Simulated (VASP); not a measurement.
Fe:

```
CELL_PARAMETERS angstrom
1.41559 -1.41559 1.41559
-1.41559 1.41559 1.41559
-2.83119 -2.83119 0.00000
ATOMIC_POSITIONS crystal
Fe 0.00000 0.00000 0.00000
Fe 0.50000 0.50000 0.50000
```

Base run:

```yaml
Program: VASP 6.6.1
Functional: PBE
Potentials_or_basis: VASP PAW PBE potentials, release 64 (Fe)
Cutoff: 520 eV
k_mesh: 14 × 14 × 10
Occupations: gaussian, width 0.05 eV
Spin: collinear spin, ferromagnetic start
Starting_moments: "[2.5, 2.5] μB"
```

Its results: pressure -0.3 GPa; net moment 4.36 μB per cell; site moments Fe +2.18 μB.

Problem. The run is repeated on the same cell with these changes: spin from collinear spin, ferromagnetic start to collinear spin, antiferromagnetic start; moments at the start from [2.5, 2.5] to [2.5, -2.5]. What comes out?

Solution. Pressure -2.6 GPa; net moment 0.00 μB per cell; site moments Fe +1.95, -1.95 μB.
